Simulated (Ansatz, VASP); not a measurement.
# One calculation of In, two programs

The input INCAR:

```
SYSTEM = In
PREC     = Accurate       ! precision mode
ENCUT    = 520            ! plane-wave cutoff, eV
EDIFF    = 1E-6           ! SCF threshold, eV
ISMEAR   = -1             ! smearing method
SIGMA    = 0.1            ! smearing width, eV
LREAL    = .False.        ! projectors in reciprocal space
LASPH    = .True.         ! aspherical terms in the spheres
NELM     = 100            ! most SCF steps
ALGO     = Normal         ! electronic algorithm
ISIF     = 2              ! what is computed and relaxed
LWAVE    = .False.        ! write WAVECAR
LCHARG   = .True.         ! write CHGCAR
GGA      = B5             ! functional
ALDAX    = 1.0          
AGGAX    = 1.0          
AGGAC    = 1.0          
ALDAC    = 0.0          
LELF     = .True.         ! ELF
LVHAR    = .True.       
NBANDS   = 20             ! bands
```

KPOINTS

```
Automatic mesh
0
Gamma
  12 12 6
  0 0 0
```

The input POSCAR:

```
In
1.0
    3.6068887541      0.0000000000      0.0000000000
   -1.8034443770      3.1236572897      0.0000000000
    0.0000000000      0.0000000000      5.7965883273
In
2
Direct
    0.3333333333      0.6666666667      0.2500000000
    0.6666666667      0.3333333333      0.7500000000
```

Input for Ansatz:

```yaml
crystal:
  lattice:
    - [3.6068887541, 0.0, 0.0]
    - [-1.803444377, 3.1236572897, 0.0]
    - [0.0, 0.0, 5.7965883273]
  atoms:
    - { symbol: In, position: [0.3333333333, 0.6666666667, 0.25] }
    - { symbol: In, position: [0.6666666667, 0.3333333333, 0.75] }
hamiltonian:
  xc: blyp
  pseudopotentials:
    kind: paw
    azcp:
      In: "pseudopotentials/In.paw.azcp"
basis:
  ecutwfc: 420
  fft_grid_basis: typed
kpoints:
  mp_grid: { grid: [12, 12, 6], shift: [0, 0, 0] }
magnetization:
  spin_polarized: false
scf:
  occupations: { method: fermi_dirac, width: 0.1 }
  lower_state_search: "off"
output:
  stress: true
```

Alike in both runs: task single point; functional BLYP; k mesh 12 × 12 × 6; occupations fermi-dirac, width 0.1 eV; no spin polarisation.

|  | VASP | Ansatz |
| --- | --- | --- |
| version | VASP 6.6.1 | Ansatz 0.2.0 |
| potentials or method | VASP PAW PBE potentials, release 64 (In_d), cutoff 520 eV | plane waves (420 eV) with PAW, scalar-relativistic |
| valence electrons in the cell | 26 | 26 |

|  | VASP | Ansatz | Ansatz less VASP |
| --- | --- | --- | --- |
| pressure (GPa) | -0.7 | -0.7 | +0.04 |
| traceless stress, the component that is largest in VASP (GPa) | -0.14 | -0.15 | -0.010 |

VASP's potentials were made for PBE, not for BLYP. The functional is the same, so the differences come from potentials, cutoffs and numerics.
